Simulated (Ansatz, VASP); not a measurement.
# ZnS in VASP and in Ansatz

```xyz
8
Lattice="-3.8067 0.0000 0.0000 0.0000 0.0000 -6.2457 0.0000 -6.5934 0.0000" Properties=species:S:1:pos:R:3 pbc="T T T"
Zn   -1.9034   -1.0989   -6.2121
Zn    0.0000   -4.3956   -6.2121
Zn    0.0000   -2.1978   -3.0892
Zn   -1.9034   -5.4945   -3.0892
S    -1.9034   -1.0989   -3.8748
S     0.0000   -4.3956   -3.8748
S     0.0000   -2.1978   -0.7519
S    -1.9034   -5.4945   -0.7519
```

Alike in both runs: task single point; functional r2SCAN; k mesh 6 × 4 × 4; occupations gaussian, width 0.05 eV; no spin polarisation.

|  | VASP | Ansatz |
| --- | --- | --- |
| version | VASP 6.6.1 | Ansatz 0.2.0 |
| potentials or method | VASP PAW PBE potentials, release 64 (Zn, S), cutoff 520 eV | scalar-relativistic, plane waves, PAW |
| valence electrons in the cell | 72 | 72 |

```tsv
	VASP	Ansatz	Ansatz less VASP
gap on the k mesh at the Fermi level (eV)	2.79	2.78	-0.009
least direct gap on the mesh (eV)	2.79	2.78	-0.009
pressure (GPa)	0.1	0.0	-0.09
traceless stress, the component that is largest in VASP (GPa)	0.07	0.01	-0.058
rms of the force components (eV/Å)	0.011	0.001	-0.0101
```

VASP's potentials were made for PBE, not for r2SCAN. Atom by atom the forces differ by 0.011 eV/Å (rms over components).
